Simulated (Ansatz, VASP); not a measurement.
Two plane-wave programs on MgH2

INCAR

```
SYSTEM = MgH2
ALGO = Normal ; EDIFF = 1E-6
ENCUT = 520 ; ISIF = 2
ISMEAR = 0 ; LASPH = .True.
LCHARG = .False. ; LREAL = .False.
LWAVE = .False. ; NBANDS = 9
NELM = 100 ; PREC = Accurate
SIGMA = 0.1
```

KPOINTS

```
k-points
0
Gamma
  8 8 8
  0 0 0
```

The input POSCAR:

```
MgH2
1.0
    0.0000000000      2.3810671667      2.3810671667
    2.3810671667      0.0000000000      2.3810671667
    2.3810671667      2.3810671667      0.0000000000
Mg H
1 2
Direct
    0.0000000000      0.0000000000      0.0000000000
    0.7500000000      0.7500000000      0.7500000000
    0.2500000000      0.2500000000      0.2500000000
```

Input for Ansatz:

```yaml
crystal:
  lattice:
    - [0.0, 2.3810671667, 2.3810671667]
    - [2.3810671667, 0.0, 2.3810671667]
    - [2.3810671667, 2.3810671667, 0.0]
  atoms:
    - { symbol: Mg, position: [0.0, 0.0, 0.0] }
    - { symbol: H, position: [0.75, 0.75, 0.75] }
    - { symbol: H, position: [0.25, 0.25, 0.25] }
basis:
  ecutwfc: "20 Ha"
kpoints:
  mp_grid: { grid: [8, 8, 8] }
hamiltonian:
  xc: lda
scf:
  occupations: { method: gaussian, width: 0.1 }
  mixing: { beta: 0.1 }
  initial_density: { chi_scale: 0, normalization: atom }
  max_iter: 90
output:
  forces: true
  stress: true
  eigenvalues: true
  populations: true
```

Alike in both runs: task single point; functional LDA; k mesh 8 × 8 × 8; occupations gaussian, width 0.1 eV; no spin polarisation.

|  | VASP | Ansatz |
| --- | --- | --- |
| version | VASP 6.6.1 | Ansatz 0.2.0 |
| potentials or method | VASP PAW LDA potentials, release 64 (Mg, H), cutoff 520 eV | scalar-relativistic, plane waves, PAW |
| valence electrons in the cell | 4 | 12 |

```csv
,VASP,Ansatz,Ansatz less VASP
gap on the k mesh at the Fermi level (eV),none,none,-
pressure (GPa),-4.1,-3.4,+0.75
```

LDA's correlation is that of Perdew and Zunger in VASP and of Perdew and Wang (1992) in Ansatz. A gap of «none» marks a metal or a gap that the smearing closes. VASP's potentials hold 4 valence electrons a cell and Ansatz's 12, so a difference there can come from the potentials and not from the codes.
